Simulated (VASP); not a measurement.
A run of VASP 6.6.1 is set up as follows.

INCAR

```
PREC = Accurate
ENCUT = 520
EDIFF = 1E-6
ISMEAR = 0
SIGMA = 0.15
LREAL = False
LASPH = True
NELM = 60
ALGO = Fast
ISIF = 2
LWAVE = False
LCHARG = True
GGA = PS
LELF = True
LVHAR = True
NBANDS = 17
```

File KPOINTS:

```
regular mesh
0
Gamma
  12 12 8
```

File POSCAR:

```
Sr
1.0
    4.7048020761      0.0000000000      0.0000000000
   -2.3524010380      3.2753115453      0.0000000000
    0.0000000000      0.0000000000      6.7182569396
Sr
2
Direct
    0.3333333333      0.6666666667      0.2500000000
    0.6666666667      0.3333333333      0.7500000000
```

Potentials or basis: VASP PAW PBE potentials, release 64 (Sr_sv).

The run is started by

```console
$ cat potpaw_PBE.64/Sr_sv/POTCAR > POTCAR
$ mpirun -np 1 vasp_std > vasp.out
```

Estimate the band gap on the k mesh.

zero (bands 10 and 11 overlap by 0.17 eV).

Estimate the pressure.

0.2 GPa.

Stress tensor (GPa, compression positive):
```
-1.11  0.00  0.00
 0.00  1.17  0.00
 0.00  0.00  0.46
```

Caveat: the cell differs from its parent crystal (strain +e along x and -e along y +0.1100, strain +e along z and -e/2 along x and y -0.0233); the PAW data sets were made with another functional, which shifts forces and pressure a little.
